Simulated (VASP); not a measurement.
# ZnS (Sphalerite) in VASP: notebook

ZnS (Sphalerite) is run at these levels: PBE; tasks: single point, relaxation of the atoms.

All numbers are computed with VASP 6.6.1; they aren't measurements. Logs are shortened: lines on timing, memory, paths and dates and some standing lists are left out, and cuts for length are marked.

### Step 1. The cell of the first run

The structure is tetragonal, space group I-4m2 (No. 119). Conventional cell: a = 3.829 Å, b = 3.829 Å, c = 5.469 Å, α = 90.00°, β = 90.00°, γ = 90.00°. Within 3.1 Å of Zn (site symmetry -4m2) lie 4 S at 2.35 Å. S (site symmetry -4m2) has 4 Zn at 2.35 Å within 3.1 Å.

### Step 2. Single point, PBE (z stretched by +1 %, then relaxed in part)

Contents of INCAR:

```
SYSTEM = ZnS
PREC = Accurate
ENCUT = 520
EDIFF = 1E-6
ISMEAR = -1
SIGMA = 0.02
LREAL = .False.
LASPH = .True.
NELM = 100
ALGO = Normal
ISIF = 2
LWAVE = .False.
LCHARG = .False.
GGA = PE
NBANDS = 16
```

Contents of KPOINTS:

```
regular mesh
0
Gamma
  14 14 14
  0 0 0
```

Contents of POSCAR:

```
ZnS
1.0
    0.0000000000      2.7072500000      2.7343225000
    2.7072500000      0.0000000000      2.7343225000
    2.7072500000      2.7072500000      0.0000000000
Zn S
1 1
Direct
    0.0000000000      0.0000000000      0.0000000000
    0.2500000000      0.2500000000      0.2500000000
```

Potentials or basis: VASP PAW PBE potentials, release 64 (Zn, S).

Launch:

```bash
$ cat potpaw_PBE.64/Zn/POTCAR potpaw_PBE.64/S/POTCAR > POTCAR
$ mpirun -np 1 vasp_std > vasp.out
```

OUTCAR:

```text
SYSTEM = ZnS
   PREC = Accurate
   ENCUT = 520
   EDIFF = 1E-6
   ISMEAR = -1
   LREAL = .False.
   LASPH = .True.
   NELM = 100
   ISIF = 2
   GGA = PE

 ion  position               nearest neighbor table
   1  0.000  0.000  0.000-   2 2.35   2 2.35   2 2.35   2 2.35
   2  0.250  0.250  0.250-   1 2.35   1 2.35   1 2.35   1 2.35

  LATTYP: Found a body centered tetragonal cell.
 ALAT       =     3.8286296667
 C/A-ratio  =     1.4283556980

  Lattice vectors:

 A1 = (  -2.7072500000,   0.0000000000,   2.7343225000)
 A2 = (   2.7072500000,   0.0000000000,   2.7343225000)
 A3 = (   0.0000000000,   2.7072500000,  -2.7343225000)

Analysis of symmetry for initial positions (statically):
=====================================================================
 Subroutine PRICEL returns:
 Original cell was already a primitive cell.

 Routine SETGRP: Setting up the symmetry group for a
 body centered tetragonal supercell.

 Subroutine GETGRP returns: Found  8 space group operations
 (whereof  8 operations were pure point group operations)
 out of a pool of 16 trial point group operations.

The static configuration has the point symmetry D_2d.

Analysis of symmetry for dynamics (positions and initial velocities):
=====================================================================
 Subroutine PRICEL returns:
 Original cell was already a primitive cell.

 Routine SETGRP: Setting up the symmetry group for a
 body centered tetragonal supercell.

 Subroutine GETGRP returns: Found  8 space group operations
 (whereof  8 operations were pure point group operations)
 out of a pool of 16 trial point group operations.

The dynamic configuration has the point symmetry D_2d.

 Subroutine INISYM returns: Found  8 space group operations
 (whereof  8 operations are pure point group operations),
 and found     1 'primitive' translations

----------------------------------------------------------------------------------------

                                     Primitive cell

  volume of cell :      40.0808

  direct lattice vectors                    reciprocal lattice vectors
     0.000000000  2.707250000  2.734322500    -0.184689260  0.184689260  0.182860654
     2.707250000  0.000000000  2.734322500     0.184689260 -0.184689260  0.182860654
     2.707250000  2.707250000  0.000000000     0.184689260  0.184689260 -0.182860654

  length of vectors
     3.847820435  3.847820435  3.828629667     0.318838932  0.318838932  0.318838932

  position of ions in fractional coordinates (direct lattice)
     0.000000000  0.000000000  0.000000000
     0.250000000  0.250000000  0.250000000

  ion indices of the primitive-cell ions
   primitive index   ion index
                 1           1
                 2           2

----------------------------------------------------------------------------------------

 KPOINTS: regular mesh

Automatic generation of k-mesh.
 Grid dimensions read from file:
 generate k-points for:   14   14   14

 Generating k-lattice:

  Cartesian coordinates                     Fractional coordinates (reciprocal lattice)
    -0.013192090  0.013192090  0.013061475     0.071428571  0.000000000  0.000000000
     0.013192090 -0.013192090  0.013061475     0.000000000  0.071428571  0.000000000
     0.013192090  0.013192090 -0.013061475     0.000000000  0.000000000  0.071428571

  Length of vectors
     0.022774209  0.022774209  0.022774209

  Shift w.r.t. Gamma in fractional coordinates (k-lattice)
     0.000000000  0.000000000  0.000000000

 Subroutine IBZKPT returns following result:
 ===========================================

 Found    244 irreducible k-points:

 Following reciprocal coordinates:
            Coordinates               Weight
  0.000000  0.000000  0.000000      1.000000
  0.071429  0.000000  0.000000      8.000000
  0.142857  0.000000  0.000000      8.000000
  0.214286  0.000000  0.000000      8.000000
  0.285714 -0.000000  0.000000      8.000000
  0.357143  0.000000  0.000000      8.000000
[... 16 lines left out ...]
  0.214286  0.142857  0.000000      8.000000
  0.285714  0.142857  0.000000      8.000000
 [... further k-points ...]
   k-points           NKPTS =    244   k-points in BZ     NKDIM =    244   number of bands    NBANDS=     16
   number of dos      NEDOS =    301   number of ions     NIONS =      2
   total plane-waves  NPLWV =  25200
   dimension x,y,z NGX =    30 NGY =   30 NGZ =   28
   dimension x,y,z NGXF=    60 NGYF=   60 NGZF=   56
   ions per type =               1   1
   NGX,Y,Z   is equivalent  to a cutoff of  12.96, 12.96, 12.16 a.u.
   NGXF,Y,Z  is equivalent  to a cutoff of  25.92, 25.92, 24.32 a.u.
 SYSTEM =  ZnS
   PREC   = accura    normal or accurate (medium, high low for compatibility)
   ISTART =      0    job   : 0-new  1-cont  2-samecut
   ICHARG =      2    charge: 1-file 2-atom 10-const
   ISPIN  =      1    spin polarized calculation?
   LNONCOLLINEAR =      F non collinear calculations
   LSORBIT =      F    spin-orbit coupling
   LASPH  =      T    aspherical Exc in radial PAW
   ENCUT  =  520.0 eV  38.22 Ry    6.18 a.u.   7.15  7.15  7.12*2*pi/ulx,y,z
   NELM   =    100;   NELMIN=  2; NELMDL= -5     # of ELM steps
   EDIFF  = 0.1E-05   stopping-criterion for ELM
   LREAL  =      F    real-space projection
   EDIFFG = 0.1E-04   stopping-criterion for IOM
   NSW    =      0    number of steps for IOM
   IBRION =     -1    ionic relax: 0-MD 1-quasi-New 2-CG
   NFREE  =      0    steps in history (QN), initial steepest desc. (CG)
   ISIF   =      2    stress and relaxation
   ISYM   =      2    0-nonsym 1-usesym 2-fastsym
   POTIM  = 0.5000    time-step for ionic-motion
   TEBEG  =    0.0;   TEEND  =   0.0 temperature during run
   PSTRESS=    0.0 pullay stress
   NELECT =      18.0000    total number of electrons
   NUPDOWN=      -1.0000    fix difference up-down
   EMIN   =  10.00;   EMAX   =-10.00  energy-range for DOS
   EFERMI =   0.00;   METHOD = LEGACY
   ISMEAR =    -1;   SIGMA  =   0.02  broadening in eV -4-tet -1-fermi 0-gaus
   EFERMI_NEDOS =   21; number of points for ismear=-14 and -15
   IALGO  =     38    algorithm
   IMIX   =      4    mixing-type and parameters
     AMIX     =   0.40;   BMIX     =  1.00
     AMIX_MAG =   1.60;   BMIX_MAG =  1.00
  volume/ion in A,a.u.               =      20.04       135.24
  Fermi-wavevector in a.u.,A,eV,Ry     =   1.253680  2.369112 21.384476  1.571715
  Thomas-Fermi vector in A             =   2.387522
   LORBIT       =      0    0 simple, 1 ext, 2 COOP (PROOUT), +10 PAW based schemes
   GGA     = PE    functional components
   LHFCALC =     F    Hartree Fock is set to
   AEXX    =    0.0000 exact exchange contribution
   IVDW    =     0    specifies the selected vdW correction
   LEPSILON=     F    determine dielectric tensor
   LRPA    =     F    only Hartree local field effects (RPA)
 non-spin polarized calculation
  energy-cutoff  :      520.00
  volume of cell :       40.08
 maximum number of plane-waves:      1098
 NGX is ok and might be reduce to    30
   NGX = 15   NGY = 15   NGZ = 15

 number of electron      18.0000001 magnetization

 Free energy of the ion-electron system (eV)
  ---------------------------------------------------
  ext. energy  EPLUGINS =         0.00000000
  ---------------------------------------------------
  free energy    TOTEN  =        -6.85168662 eV

  energy without entropy =       -6.85168662  energy(sigma->0) =       -6.85168662

 E-fermi :   2.3315     XC(G=0):  -9.5564

 val. band max:        1.9725393717   @ k =   0.0000   0.0000   0.0000
 cond. band min:       4.0056908993   @ k =   0.0000   0.0000   0.0000
 fundamental gap:      2.0331515276
 Fermi energy:         2.3314615375

 k-point     1 :       0.0000    0.0000    0.0000
  band No.  band energies     occupation
      1     -11.0704      2.00000
      2      -4.3205      2.00000
      3      -4.3147      2.00000
      4      -4.3147      2.00000
      5      -3.8384      2.00000
      6      -3.8359      2.00000
[... 8 lines left out ...]
     15      13.7521      0.00000
     16      13.7875      0.00000

 k-point     2 :       0.0714    0.0000    0.0000
  band No.  band energies     occupation
      1     -11.0325      2.00000
      2      -4.3178      2.00000
      3      -4.3105      2.00000
      4      -4.3076      2.00000
      5      -3.8390      2.00000
      6      -3.8367      2.00000
[... 8 lines left out ...]
     15      13.5204      0.00000
     16      14.0729      0.00000

 k-point     3 :       0.1429    0.0000    0.0000
  band No.  band energies     occupation
      1     -10.9235      2.00000
      2      -4.3123      2.00000
      3      -4.2925      2.00000
      4      -4.2885      2.00000
      5      -3.8397      2.00000
      6      -3.8380      2.00000
[... 8 lines left out ...]
     15      13.0857      0.00000
     16      14.6185      0.00000

 k-point     4 :       0.2143    0.0000    0.0000
  band No.  band energies     occupation
      1     -10.7576      2.00000
      2      -4.2893      2.00000
      3      -4.2672      2.00000
      4      -4.2624      2.00000
      5      -3.8381      2.00000
      6      -3.8374      2.00000
[... 8 lines left out ...]
     15      12.8880      0.00000
     16      14.3497      0.00000

 k-point     5 :       0.2857   -0.0000    0.0000
  band No.  band energies     occupation
      1     -10.5600      2.00000
      2      -4.2432      2.00000
      3      -4.2365      2.00000
      4      -4.2251      2.00000
      5      -3.8325      2.00000
      6      -3.8317      2.00000
[... 8 lines left out ...]
     15      13.1199      0.00000
     16      13.9424      0.00000

 k-point     6 :       0.3571    0.0000    0.0000
  band No.  band energies     occupation
      1     -10.3676      2.00000
      2      -4.2237      2.00000
      3      -4.2166      2.00000
      4      -4.0937      2.00000
      5      -3.8233      2.00000
      6      -3.8209      2.00000
[... 8 lines left out ...]
     15      13.7809      0.00000
     16      13.8384      0.00000

 k-point     7 :       0.4286    0.0000    0.0000
  band No.  band energies     occupation
      1     -10.2250      2.00000
      2      -4.2128      2.00000
      3      -4.2051      2.00000
      4      -3.8675      2.00000
      5      -3.8139      2.00000
      6      -3.8100      2.00000
[... 8 lines left out ...]
     15      14.6912      0.00000
     16      14.7480      0.00000

 k-point     8 :       0.5000   -0.0000    0.0000
  band No.  band energies     occupation
      1     -10.1720      2.00000
      2      -4.2094      2.00000
      3      -4.2015      2.00000
      4      -3.8099      2.00000
      5      -3.8064      2.00000
      6      -3.6396      2.00000
[... 8 lines left out ...]
     15      15.2908      0.00000
     16      15.3640      0.00000

 k-point     9 :       0.0714    0.0714    0.0000
  band No.  band energies     occupation
      1     -11.0205      2.00000
      2      -4.3267      2.00000
      3      -4.3021      2.00000
      4      -4.3021      2.00000
      5      -3.8440      2.00000
      6      -3.8324      2.00000
[... 8 lines left out ...]
     15      13.8520      0.00000
     16      14.1876      0.00000
[... 172 lines left out ...]
 k-point    19 :      -0.2143    0.0714    0.0000
  band No.  band energies     occupation
      1     -10.6644      2.00000
      2      -4.2790      2.00000
      3      -4.2516      2.00000
      4      -4.2420      2.00000
      5      -3.8480      2.00000
      6      -3.8237      2.00000
[... 8 lines left out ...]
     15      13.3823      0.00000
     16      14.6620      0.00000

 k-point    20 :      -0.1429    0.0714    0.0000
  band No.  band energies     occupation
      1     -10.8417      2.00000
      2      -4.3102      2.00000
      3      -4.2785      2.00000
      4      -4.2711      2.00000
      5      -3.8471      2.00000
      6      -3.8306      2.00000
[... 8 lines left out ...]
     15      13.2210      0.00000
     16      15.0140      0.00000

 k-point    21 :      -0.0714    0.0714    0.0000
  band No.  band energies     occupation
      1     -10.9703      2.00000
      2      -4.3172      2.00000
      3      -4.2990      2.00000
      4      -4.2965      2.00000
      5      -3.8422      2.00000
      6      -3.8350      2.00000
[... 8 lines left out ...]
     15      13.3717      0.00000
     16      14.5677      0.00000

 k-point    22 :       0.1429    0.1429    0.0000
  band No.  band energies     occupation
      1     -10.8767      2.00000
      2      -4.3415      2.00000
      3      -4.2652      2.00000
      4      -4.2652      2.00000
      5      -3.8586      2.00000
      6      -3.8228      2.00000
[... 8 lines left out ...]
     15      14.0423      0.00000
     16      15.3314      0.00000

 k-point    23 :       0.2143    0.1429    0.0000
  band No.  band energies     occupation
      1     -10.7542      2.00000
      2      -4.3413      2.00000
      3      -4.2379      2.00000
      4      -4.2376      2.00000
      5      -3.8647      2.00000
      6      -3.8170      2.00000
[... 8 lines left out ...]
     15      14.0486      0.00000
     16      15.9511      0.00000

 k-point    24 :       0.2857    0.1429    0.0000
  band No.  band energies     occupation
      1     -10.5853      2.00000
      2      -4.3173      2.00000
      3      -4.2079      2.00000
      4      -4.2035      2.00000
      5      -3.8625      2.00000
      6      -3.8112      2.00000
[... 8 lines left out ...]
     15      14.1320      0.00000
     16      15.7134      0.00000

 [... further k-points ...]

------------------------ aborting loop because EDIFF is reached ----------------------------------------

  FORCE on cell =-STRESS in cart. coord.  units (eV):
  Direction    XX          YY          ZZ          XY          YZ          ZX
  --------------------------------------------------------------------------------------
  -------------------------------------------------------------------------------------
  Total        0.1796258      0.1796258      0.0761833      0.0000000      0.0000000      0.0000000
  in kB        7.1803052      7.1803052      3.0453273      0.0000000      0.0000000      0.0000000
  external PRESSURE =       5.8019792 kB  Pullay stress =       0.0000000 kB

 VOLUME and BASIS-vectors are now :
 -----------------------------------------------------------------------------
  energy-cutoff  :      520.00
  volume of cell :       40.08
      direct lattice vectors                 reciprocal lattice vectors
     0.000000000  2.707250000  2.734322500    -0.184689260  0.184689260  0.182860654
     2.707250000  0.000000000  2.734322500     0.184689260 -0.184689260  0.182860654
     2.707250000  2.707250000  0.000000000     0.184689260  0.184689260 -0.182860654

 POSITION                                       TOTAL-FORCE (eV/Angst)
 -----------------------------------------------------------------------------------
      0.00000      0.00000      0.00000         0.000000      0.000000     -0.000000
      1.35363      1.35363      1.36716        -0.000000     -0.000000      0.000000
 -----------------------------------------------------------------------------------
    total drift:                                0.000006      0.000006      0.000014

  FREE ENERGIE OF THE ION-ELECTRON SYSTEM (eV)
  ---------------------------------------------------
  free  energy   TOTEN  =        -6.8516866165 eV

  energy  without entropy=       -6.8516866164  energy(sigma->0) =       -6.85168662
```

It took 3.7 min on 1 thread of AMD EPYC 7R13, shared host; peak memory 0.25 GiB.

What came out:

* Free energy: -6.8517 eV
* Pressure: 0.6 GPa
* Band gap on the k mesh: 2.03 eV, direct

Levels at points of the mesh, in eV from the valence-band top:
```
           k point  band 6  band 7  band 8  band 9  band 10  band 11  band 12  band 13
(0.00, 0.00, 0.00)   -5.81   -0.03    0.00    0.00     2.03     6.40     6.40     6.40
(0.50, 0.00, 0.00)   -5.61   -5.20   -0.88   -0.83     3.27     6.88     6.97     8.80
(0.50, 0.50, 0.00)   -5.61   -4.55   -2.14   -2.14     3.46     4.13    10.78    11.86
(0.50, 0.00, 0.50)   -5.59   -4.49   -2.20   -2.18     3.41     4.03    10.89    11.80
```

Caveat: the cell differs from its parent crystal (z stretched by +1 %, then relaxed in part). A k mesh can miss the band edges.

(Continued in part 2 of 2.)
